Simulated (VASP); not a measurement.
Here is a VASP 6.6.1 calculation.

INCAR

```
SYSTEM = WSe2
  ALGO = Normal
  DIPOL = 0.5 0.5 0.389
  EDIFF = 1E-6
  ENCUT = 520
  GGA = PE
  IDIPOL = 3
  ISIF = 2
  ISMEAR = 0
  IVDW = 12
  LASPH = .TRUE.
  LCHARG = .FALSE.
  LDIPOL = .TRUE.
  LREAL = .FALSE.
  LWAVE = .FALSE.
  NBANDS = 35
  NELM = 100
  PREC = Accurate
  SIGMA = 0.05
```

Contents of KPOINTS:

```
k-points
0
G
  9 9 1
  0 0 0
```

File POSCAR:

```
WSe2
1.0
    3.2854927591      0.0000000000      0.0000000000
   -1.6427463796      2.8453201933      0.0000000000
    0.0000000000      0.0000000000     24.2386469112
Se W
4 2
Direct
    0.3333333333      0.6666666667      0.1856539277
    0.3333333333      0.6666666667      0.3246601794
    0.6666666667      1.3333333333      0.4529676717
    0.6666666667      1.3333333333      0.5919739235
    0.6666666667      0.3333333333      0.2551570535
    0.3333333333      1.6666666667      0.5224707976
```

Potentials or basis: VASP PAW PBE potentials, release 64 (Se, W_sv).

Command:

```console
$ cat potpaw_PBE.64/Se/POTCAR potpaw_PBE.64/W_sv/POTCAR > POTCAR
$ mpirun -np 1 vasp_std > vasp.out
```

(1) Estimate the largest force.

(2) Predict the dispersion energy per atom.

(3) Predict the band gap on the k mesh.

Answers

(1) 0.056 eV/Å.

(2) -0.400 eV.

(3) 1.42 eV (least direct gap 1.62 eV).

Caveat: the cell differs from its parent crystal (layers slid over each other); spin-orbit coupling is left out, which moves the levels of the heavy elements.
